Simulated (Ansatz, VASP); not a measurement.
## InSe in VASP and in Ansatz

```xyz
8
Lattice="4.0266 0.0000 0.0000 -2.0133 3.4871 0.0000 0.0000 0.0000 28.2707" Properties=species:S:1:pos:R:3 pbc="T T T"
Se    0.0000    0.0000    4.5000
Se    0.0000    0.0000    9.8854
Se    0.0000    1.5498   13.1954
Se    0.0000    1.5498   18.5807
In    2.0133    1.1624    5.7954
In    2.0133    1.1624    8.5899
In    2.0133    2.7122   14.4908
In    2.0133    2.7122   17.2853
```

Alike in both runs: task single point; functional PBE; dispersion D3(BJ); k mesh 9 × 9 × 1; occupations gaussian, width 0.05 eV; no spin polarisation.

|  | VASP | Ansatz |
| --- | --- | --- |
| version | VASP 6.6.1 | Ansatz 0.2.0 |
| potentials or method | VASP PAW PBE potentials, release 64 (Se, In_d), cutoff 520 eV | scalar-relativistic, plane waves, PAW |
| valence electrons in the cell | 76 | 116 |

VASP gave:

```
gap on the k mesh at the Fermi level (eV) : 1.12
least direct gap on the mesh (eV)         : 1.17
rms of the force components (eV/Å)        : 0.019
```

Estimate Ansatz's values.

gap on the k mesh at the Fermi level (eV): 1.14; least direct gap on the mesh (eV): 1.18; rms of the force components (eV/Å): 0.018.

VASP's potentials hold 76 valence electrons a cell and Ansatz's 116, so a difference there can come from the potentials and not from the codes.
